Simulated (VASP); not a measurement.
A run of VASP 6.6.1 is set up as follows.

INCAR

```
SYSTEM = TaN
ALGO = Normal
EDIFF = 1E-6
ENCUT = 520
GGA = PS
ISIF = 2
ISMEAR = 0
LASPH = .True.
LCHARG = .True.
LELF = .True.
LREAL = .False.
LVHAR = .True.
LWAVE = .False.
NBANDS = 15
NELM = 100
PREC = Accurate
SIGMA = 0.15
```

Contents of KPOINTS:

```
k-points
0
Gamma
  18 18 16
  0 0 0
```

The input POSCAR:

```
TaN
1.0
    3.0337000000      0.0000000000      0.0000000000
   -1.5168500000      2.6272612675      0.0000000000
    0.0000000000      0.0000000000      2.8707423432
Ta N
1 1
Direct
    0.3333333333      0.6666666667      0.5000000000
    0.0000000000      0.0000000000      0.0000000000
```

Potentials or basis: VASP PAW PBE potentials, release 64 (Ta_pv, N).

The run is started by

```bash
$ cat potpaw_PBE.64/Ta_pv/POTCAR potpaw_PBE.64/N/POTCAR > POTCAR
$ mpirun -np 1 vasp_std > vasp.out
```

**Question.** Predict the band gap on the k mesh.

**Answer.** Zero (band 8 reaches 7.74 eV, above the bottom of band 9 at 7.44 eV).

**Question.** What does it give for the pressure?

**Answer.** -21.2 GPa.

Stress tensor (GPa, compression positive):
```
-27.32   0.00   0.00
  0.00 -27.32   0.00
  0.00   0.00  -8.84
```

Caveat: the PAW data sets were made with another functional, which shifts forces and pressure a little; spin-orbit coupling is left out, which moves the levels of the heavy elements.
